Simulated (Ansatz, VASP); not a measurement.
# One calculation of ZnSe, two programs

File INCAR:

```
ALGO = Normal ; EDIFF = 1E-6
EDIFFG = -0.01 ; ENCUT = 600
GGA = PE ; IBRION = 2
ISIF = 3 ; ISMEAR = 0
IVDW = 12 ; LASPH = T
LCHARG = F ; LREAL = F
LWAVE = F ; NELM = 100
NSW = 80 ; PREC = Accurate
SIGMA = 0.01
```

Contents of KPOINTS:

```
k-points
0
Gamma
  6 6 6
```

File POSCAR:

```
ZnSe
1.0
    0.0000000000      2.8338000000      2.8338000000
    2.8338000000      0.0000000000      2.8338000000
    2.8338000000      2.8338000000      0.0000000000
Zn Se
1 1
Direct
    0.0000000000      0.0000000000      0.0000000000
    0.2500000000      0.2500000000      0.2500000000
```

Input for Ansatz:

```yaml
crystal:
  lattice:
    - [0.0, 2.8338, 2.8338]
    - [2.8338, 0.0, 2.8338]
    - [2.8338, 2.8338, 0.0]
  atoms:
    - { symbol: Zn, position: [0.0, 0.0, 0.0] }
    - { symbol: Se, position: [0.25, 0.25, 0.25] }
basis:
  ecutwfc: 435.382179935808
kpoints:
  mp_grid:
    grid: [6, 6, 6]
hamiltonian:
  xc: pbe
  dispersion: d3bj
scf:
  occupations:
    method: fixed
relax:
  cell: {}
```

Alike in both runs: task relaxation of cell and atoms; functional PBE; dispersion D3(BJ); k mesh 6 × 6 × 6; no spin polarisation.

|  | VASP | Ansatz |
| --- | --- | --- |
| version | VASP 6.6.1 | Ansatz 0.2.0 |
| potentials or method | VASP PAW PBE potentials, release 64 (Zn, Se), cutoff 600 eV | plane waves, PAW |
| occupations | gaussian, width 0.01 eV | fixed |
| valence electrons in the cell | 18 | 28 |

|  | VASP | Ansatz | Ansatz less VASP |
| --- | --- | --- | --- |
| relaxed volume (Å³/atom) | 22.68 | 22.61 | -0.068 |
| relaxed cell length with the largest relative difference (Å) | 4.003 | 3.999 | -0.0040 |

VASP's potentials hold 18 valence electrons a cell and Ansatz's 28, so a difference there can come from the potentials and not from the codes.
